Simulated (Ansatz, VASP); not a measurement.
## One calculation of NaI, two programs

```xyz
2
Lattice="0.0000 3.1634 3.2296 3.1634 0.0000 3.2296 3.1634 3.1634 0.0000" Properties=species:S:1:pos:R:3 pbc="T T T"
Na    0.0000    0.0000    0.0000
I     3.1634    3.1634    3.2296
```

Change from the starting cell: biaxial_xy strain -2.0%.

Alike in both runs: task single point; functional PBE; k mesh 8 × 8 × 8; occupations fermi-dirac, width 0.02 eV; no spin polarisation.

|  | VASP | Ansatz |
| --- | --- | --- |
| version | VASP 6.6.1 | Ansatz 0.2.0 |
| potentials or method | VASP PAW PBE potentials, release 64 (Na_pv, I) | plane waves, PAW |
| plane-wave cutoff (eV) | 520 | 420 |
| valence electrons in the cell | 14 | 26 |

Ansatz gave:

```
gap on the k mesh at the Fermi level (eV)                     : 3.76
pressure (GPa)                                                : 1.3
traceless stress, the component that is largest in VASP (GPa) : -0.44
```

Task: What did VASP give for the same quantities?

Result: gap on the k mesh at the Fermi level (eV): 3.76; pressure (GPa): 1.4; traceless stress, the component that is largest in VASP (GPa): -0.45.

VASP's potentials hold 14 valence electrons a cell and Ansatz's 26, so a difference there can come from the potentials and not from the codes.

Spin-orbit coupling is off throughout.
